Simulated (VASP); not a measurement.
Li2S, 3 atoms in the cell. Symmetry: Fm-3m, No. 225, cubic system. The conventional cell has a = 5.755 Å, b = 5.755 Å, c = 5.755 Å, α = 90.00°, β = 90.00°, γ = 90.00°. Li (site symmetry -43m) has 4 S at 2.49 Å and 6 Li at 2.88 Å within 3.3 Å. S (site symmetry m-3m) has 8 Li at 2.49 Å within 3.3 Å. 

* Program: VASP 6.6.1
* Task: vibrations by perturbation theory
* Functional: PBEsol
* Potentials or basis: VASP PAW PBE potentials, release 64 (Li_sv, S)
* Cutoff: 750 eV
* k mesh: 8 × 8 × 8
* Occupations: gaussian, width 0.01 eV
* Spin: no spin polarisation
* Dipole correction: no
* Further INCAR settings: ALGO = Normal; EDIFF = 1e-08; IBRION = 8; NSW = 1

Potentials or basis: VASP PAW PBE potentials, release 64 (Li_sv, S).

Command:

```sh
$ cat potpaw_PBE.64/Li_sv/POTCAR potpaw_PBE.64/S/POTCAR > POTCAR
$ mpirun -np 1 vasp_std > vasp.out
```

Hardware: 1 thread of Intel(R) Xeon(R) Platinum 8375C CPU @ 2.90GHz (Ice Lake) (shared host).

**Question.** How long does it take, and how much memory?

**Answer.** It took 3.3 min on 1 thread of Intel(R) Xeon(R) Platinum 8375C CPU @ 2.90GHz (Ice Lake), on a shared host, peak memory 0.34 GiB. Counts: scf iterations 60, k points 29.
